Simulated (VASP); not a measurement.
A run of VASP 6.6.1 is set up as follows.

The input INCAR:

```
SYSTEM = Al2GaP2
PREC = Accurate ; ENCUT = 600
EDIFF = 1E-6 ; ISMEAR = 0
SIGMA = 0.1 ; LREAL = .False.
LASPH = .True. ; NELM = 80
ALGO = Normal ; ISIF = 3
LWAVE = .False. ; LCHARG = .False.
GGA = PE ; IBRION = 2
NSW = 90 ; EDIFFG = -0.04
```

The input KPOINTS:

```
Automatic mesh
0
Gamma
  4 4 4
  0 0 0
```

POSCAR

```
Al2GaP2
1.0
    3.8679117400      0.0000000000      0.0000000000
    0.0000000000      3.8679117400      0.0000000000
    0.0000000000      0.0000000000      6.7795444000
Al Ga P
2 1 2
Direct
    0.0000000000      0.0000000000      0.4773570600
    0.5000000000      0.5000000000      0.1365541200
    0.5000000000      0.5000000000      0.4032638800
    0.0000000000      0.0000000000      0.0519095700
    0.5000000000      0.5000000000      0.8507358800
```

Potentials or basis: VASP PAW PBE potentials, release 64 (Al, Ga_d, P).

The run is started by

```bash
$ cat potpaw_PBE.64/Al/POTCAR potpaw_PBE.64/Ga_d/POTCAR potpaw_PBE.64/P/POTCAR > POTCAR
$ mpirun -np 1 vasp_std > vasp.out
```

(1) Estimate the space group after relaxing (to 0.05 Å).

(2) Predict the relaxed cell.

(3) Predict the relaxed volume.

Answers

(1) P4mm (No. 99).

(2) a = 3.367 Å, b = 3.367 Å, c = 8.811 Å, α = 90.00°, β = 90.00°, γ = 90.00°.

(3) 19.97 Å³/atom.

Caveat: the k points lie up to 0.47 Å⁻¹ apart in the final cell; the bands computed are all filled at some k points, so no gap is given.
